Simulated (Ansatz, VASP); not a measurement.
Two plane-wave programs on Eu

INCAR

```
PREC = Accurate ; ENCUT = 520
EDIFF = 1E-6 ; ISMEAR = -1
SIGMA = 0.08 ; LREAL = F
LASPH = T ; NELM = 150
ALGO = Normal ; ISIF = 2
LWAVE = F ; LCHARG = F
ISPIN = 2 ; MAGMOM = 7
LORBIT = 11 ; LMAXMIX = 6
LDAU = T ; LDAUTYPE = 2
LDAUL = 3 ; LDAUU = 3
LDAUJ = 0 ; LDAUPRINT = 1
GGA = PE ; NBANDS = 18
```

KPOINTS

```
Automatic mesh
0
Gamma
  9 9 9
```

POSCAR

```
Eu
1.0
    0.0000000000      2.7893026914      2.7893026914
    2.7893026914      0.0000000000      2.7893026914
    2.7893026914      2.7893026914      0.0000000000
Eu
1
Direct
    0.0000000000      0.0000000000      0.0000000000
```

Input for Ansatz:

```yaml
crystal:
  lattice:
    - [0.0, 2.7893026914, 2.7893026914]
    - [2.7893026914, 0.0, 2.7893026914]
    - [2.7893026914, 2.7893026914, 0.0]
  atoms:
    - { symbol: Eu, position: [0.0, 0.0, 0.0], spin: 7.0 }
magnetization:
  spin_polarized: true
kpoints:
  mp_grid: { grid: [9, 9, 9] }
scf:
  occupations: { method: fermi_dirac, width: 0.08 }
hamiltonian:
  xc: pbe
  pseudopotentials: { kind: paw }
  hubbard: { sites: [{ species: Eu, l: f, u_eff: 3 }] }
output:
  forces: true
  stress: true
  eigenvalues: true
  hubbard: { sites: [{ species: Eu, l: f }] }
  populations: true
```

Alike in both runs: task single point; functional PBE; k mesh 9 × 9 × 9; occupations fermi-dirac, width 0.08 eV; collinear spin; Hubbard terms Eu f U = 3.0 eV.

|  | VASP | Ansatz |
| --- | --- | --- |
| version | VASP 6.6.1 | Ansatz 0.2.0 |
| potentials or method | VASP PAW PBE potentials, release 64 (Eu) | PAW with Ansatz's default frozen-core files, scalar-relativistic |
| plane-wave cutoff (eV) | 520 | 420 |
| valence electrons in the cell | 17 | 17 |

Ansatz gave:

```
pressure (GPa)                                                : 0.7
net moment per atom (μB)                                      : 7.51
size of the moment on the site where the two differ most (μB) : 7.22
```

Question: Estimate VASP's values.

Answer: Pressure (GPa): 0.5; net moment per atom (μB): 7.46; size of the moment on the site where the two differ most (μB): 6.79.

Site moments also hang on the region over which each program counts them. The programs project onto different local orbitals, so the same U acts differently, and such runs can settle in different states. Ansatz's warnings: filled band counts differ across k points.

Neither program's run includes spin-orbit coupling.
